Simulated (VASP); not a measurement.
A run of VASP 6.6.1 is set up as follows.

INCAR

```
SYSTEM = SrO
  PREC = Accurate
  ENCUT = 600
  EDIFF = 1E-7
  ISMEAR = 0
  SIGMA = 0.05
  LREAL = .FALSE.
  LASPH = .TRUE.
  NELM = 100
  ALGO = Normal
  ISIF = 4
  LWAVE = .FALSE.
  LCHARG = .FALSE.
  GGA = PS
  IBRION = 2
  NSW = 60
  EDIFFG = -0.01
```

KPOINTS

```
regular mesh
0
G
  8 8 10
  0 0 0
```

POSCAR

```
SrO
1.0
    4.4206857268      0.0000000000      0.0000000000
    0.0000000000      4.4206857268      0.0000000000
    0.0000000000      0.0000000000      3.4339696887
Sr O
2 2
Direct
    0.5000000000      0.0000000000      0.2992406765
    0.0000000000      0.5000000000      0.7007593235
    0.0000000000      0.0000000000      0.0000000000
    0.5000000000      0.5000000000      0.0000000000
```

Potentials or basis: VASP PAW PBE potentials, release 64 (Sr_sv, O).

Launch:

```sh
$ cat potpaw_PBE.64/Sr_sv/POTCAR potpaw_PBE.64/O/POTCAR > POTCAR
$ mpirun -np 1 vasp_std > vasp.out
```

(1) Estimate the band gap on the k mesh.

## Answers

(1) 2.99 eV (least direct gap 3.04 eV).
